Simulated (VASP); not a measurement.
Write the native input for VASP 6.6.1 that does the following.

| Property | Result |
| --- | --- |
| Task | single point |
| Functional | PBE0 |
| Potentials or basis | VASP PAW PBE potentials, release 64 (Ge_d, Ga_d) |
| Cutoff | 520 eV |
| k mesh | 4 × 4 × 4 |
| Occupations | fermi-dirac, width 0.05 eV |
| Spin | no spin polarisation |
| Dipole correction | no |
| Grid for exact exchange (PRECFOCK) | Normal |
| Further INCAR settings | ALGO = Normal; EDIFF = 1e-06; NBANDS = 20 |

GaGe:

```xyz
2
Lattice="0.0000 2.8387 2.8387 2.8387 0.0000 2.8387 2.8387 2.8387 0.0000" Properties=species:S:1:pos:R:3 pbc="T T T"
Ge    0.0000    0.0000    0.0000
Ga    1.4193    1.4193    1.4193
```

One way to write it, as run:

POSCAR

```
GaGe
1.0
    0.0000000000      2.8386877276      2.8386877276
    2.8386877276      0.0000000000      2.8386877276
    2.8386877276      2.8386877276      0.0000000000
Ge Ga
1 1
Direct
    0.0000000000      0.0000000000      0.0000000000
    0.2500000000      0.2500000000      0.2500000000
```

INCAR.step1

```
PREC = Accurate
ENCUT = 520
EDIFF = 1E-5
ISMEAR = -1
SIGMA = 0.05
LREAL = F
LASPH = T
NELM = 100
ALGO = Normal
ISIF = 2
LWAVE = T
GGA = PE
NBANDS = 20
```

INCAR.step2

```
PREC = Accurate
ENCUT = 520
EDIFF = 1E-6
ISMEAR = -1
SIGMA = 0.05
LREAL = F
LASPH = T
NELM = 100
ALGO = Normal
ISIF = 2
LWAVE = F
LCHARG = T
GGA = PE
LHFCALC = T
AEXX = 0.25
PRECFOCK = Normal
LELF = T
LVHAR = T
ISTART = 1
NBANDS = 20
```

KPOINTS

```
regular mesh
0
Gamma
  4 4 4
```

Potentials or basis: VASP PAW PBE potentials, release 64 (Ge_d, Ga_d).

Launch:

```console
$ cat potpaw_PBE.64/Ge_d/POTCAR potpaw_PBE.64/Ga_d/POTCAR > POTCAR
$ cp INCAR.step1 INCAR
$ mpirun -np 1 vasp_std > vasp.out
$ cp INCAR.step2 INCAR
$ mpirun -np 1 vasp_std > vasp.out
```

Results of the run:

```
Pressure : 1.6 GPa
```

Caveat: the k points lie up to 0.48 Å⁻¹ apart; the PAW data sets were made with another functional, which shifts forces and pressure a little.

Run time: 8.3 min on 1 thread of Intel(R) Xeon(R) 6975P-C (Granite Rapids), on a shared host, peak memory 0.17 GiB.
